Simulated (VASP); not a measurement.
The system is ZrC (r.b).

```xyz
2
Lattice="0.0000 2.3350 2.3350 2.3350 0.0000 2.3350 2.3350 2.3350 0.0000" Properties=species:S:1:pos:R:3 pbc="T T T"
Zr    0.0000    0.0000    0.0000
C     2.3350    2.3350    2.3350
```

* Program: VASP 6.6.1
* Task: relaxation of cell and atoms
* Functional: r2SCAN
* Dispersion: rVV10
* Potentials or basis: VASP PAW PBE potentials, release 64 (Zr_sv, C)
* Cutoff: 600 eV
* k mesh: 16 × 16 × 16
* Occupations: gaussian, width 0.1 eV
* Spin: no spin polarisation

At the start: pressure 5.5 GPa; volume 12.73 Å³/atom.

Task: How do energy, volume and symmetry change on relaxing?

Result: Over 4 steps the energy falls by 4.9 meV/atom and the volume is 13.02 Å³/atom (+2.3 %); space group Fm-3m (No. 225, to 0.05 Å).

Step by step:
```csv
step,energy change (eV),largest force (eV/Å),pressure (GPa),volume (Å³)
1,0.0000,0.0000,5.50,25.46
2,0.0197,0.0000,-8.57,27.11
3,-0.0098,0.0000,-0.06,26.05
4,-0.0098,0.0000,0.02,26.04
```

Final structure:
```yaml
crystal:
  lattice:
    - [0.00000, 2.35246, 2.35246]
    - [2.35246, 0.00000, 2.35246]
    - [2.35246, 2.35246, 0.00000]
  atoms:
    - { symbol: Zr, position: [0.00000, 0.00000, 0.00000] }
    - { symbol: C, position: [0.50000, 0.50000, 0.50000] }
```

Caveat: the PAW data sets were made with another functional, which shifts forces and pressure a little.
